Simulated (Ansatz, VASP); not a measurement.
# CuO in VASP and in Ansatz

File INCAR:

```
PREC = Accurate ; ENCUT = 700
EDIFF = 1E-6 ; ISMEAR = -1
SIGMA = 0.05 ; LREAL = False
LASPH = True ; NELM = 120
ALGO = Normal ; ISIF = 2
LWAVE = False ; LCHARG = False
GGA = PE ; NBANDS = 33
GGA_COMPAT = False
```

Contents of KPOINTS:

```
regular mesh
0
Gamma
  9 9 5
```

The input POSCAR:

```
CuO
1.0
    2.8601748718      0.0000000000      0.0000000000
    0.0388105168      2.8599548740      0.0000000000
    0.0173779641      0.0171291597      5.1415976211
Cu O
2 2
Direct
    0.0000000000      0.5000000000      0.0000000000
    0.5000000000      0.0000000000      0.5000000000
    0.9984239700      0.0016717800      0.7498871000
    0.0015760300      0.9983282200      0.2501129000
```

The input input.yaml:

```yaml
crystal:
  lattice:
    - [2.8601748718, 0.0, 0.0]
    - [0.0388105168, 2.859954874, 0.0]
    - [0.0173779641, 0.0171291597, 5.1415976211]
  atoms:
    - { symbol: Cu, position: [0.0, 0.5, 0.0] }
    - { symbol: Cu, position: [0.5, 0.0, 0.5] }
    - { symbol: O, position: [0.99842397, 0.00167178, 0.7498871] }
    - { symbol: O, position: [0.00157603, 0.99832822, 0.2501129] }
hamiltonian:
  xc: pbe
  pseudopotentials: { kind: paw }
kpoints:
  mp_grid: { grid: [9, 9, 5] }
scf:
  occupations: { method: fermi_dirac, width: 0.05 }
output:
  forces: true
  stress: true
  eigenvalues: true
  write_density: true
  write_potential: true
  elf: true
  volumetric_format: npy
```

Alike in both runs: task single point; functional PBE; k mesh 9 × 9 × 5; occupations fermi-dirac, width 0.05 eV; no spin polarisation.

|  | VASP | Ansatz |
| --- | --- | --- |
| version | VASP 6.6.1 | Ansatz 0.2.0 |
| potentials or method | VASP PAW PBE potentials, release 64 (Cu_sv_GW, O) | Ansatz PAW |
| plane-wave cutoff (eV) | 700 | 420 |
| valence electrons in the cell | 50 | 50 |

|  | VASP | Ansatz | Ansatz less VASP |
| --- | --- | --- | --- |
| gap on the k mesh at the Fermi level (eV) | none | none | - |
| pressure (GPa) | 6.8 | 9.6 | +2.78 |
| traceless stress, the component that is largest in VASP (GPa) | -0.23 | -0.28 | -0.057 |
| rms of the force components (eV/Å) | 0.005 | 0.005 | 0.0000 |

Atom by atom the forces differ by 0.000 eV/Å (rms over components). A gap of «none» marks a metal or a gap that the smearing closes. The functional is the same, so the differences come from potentials, cutoffs and numerics.
